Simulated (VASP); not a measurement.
Wanted: the native input for a VASP 6.6.1 run.

```yaml
Task: single point
Functional: LDA
Potentials_or_basis: VASP PAW LDA potentials, release 64 (Sc_sv, Ag)
Cutoff: 520 eV
k_mesh: 11 × 11 × 11
Occupations: methfessel-paxton, width 0.15 eV
Spin: no spin polarisation
Dipole_correction: no
Further_INCAR_settings: ALGO = Normal; EDIFF = 1e-06; NBANDS = 24
```

The structure of ScAg2 lies in POSCAR:

```
ScAg2
1.0
   -1.7391379689      1.7391379689      4.3875467730
    1.7391379689     -1.7391379689      4.3875467730
    1.7391379689      1.7391379689     -4.3875467730
Sc Ag
1 2
Direct
    0.0000000000      0.0000000000      0.0000000000
    0.6666430000      0.6666430000      0.0000000000
    0.3333570000      0.3333570000      0.0000000000
```

The input as run:

INCAR

```
ALGO = Normal
EDIFF = 1E-6
ENCUT = 520
GGA = CA
ISIF = 2
ISMEAR = 1
LASPH = True
LCHARG = False
LREAL = False
LWAVE = False
NBANDS = 24
NELM = 80
PREC = Accurate
SIGMA = 0.15
```

KPOINTS

```
k-points
0
Gamma
  11 11 11
```

Potentials or basis: VASP PAW LDA potentials, release 64 (Sc_sv, Ag).

The run is started by

```bash
$ cat potpaw_LDA.64/Sc_sv/POTCAR potpaw_LDA.64/Ag/POTCAR > POTCAR
$ mpirun -np 1 vasp_std > vasp.out
```

It gave:

| Property | Result |
| --- | --- |
| Pressure | -2.1 GPa |
| Largest force | 0.025 eV/Å |

It took 5.8 min on 1 thread of Intel(R) Xeon(R) Platinum 8488C (Sapphire Rapids), on a shared host, peak memory 0.3 GiB.
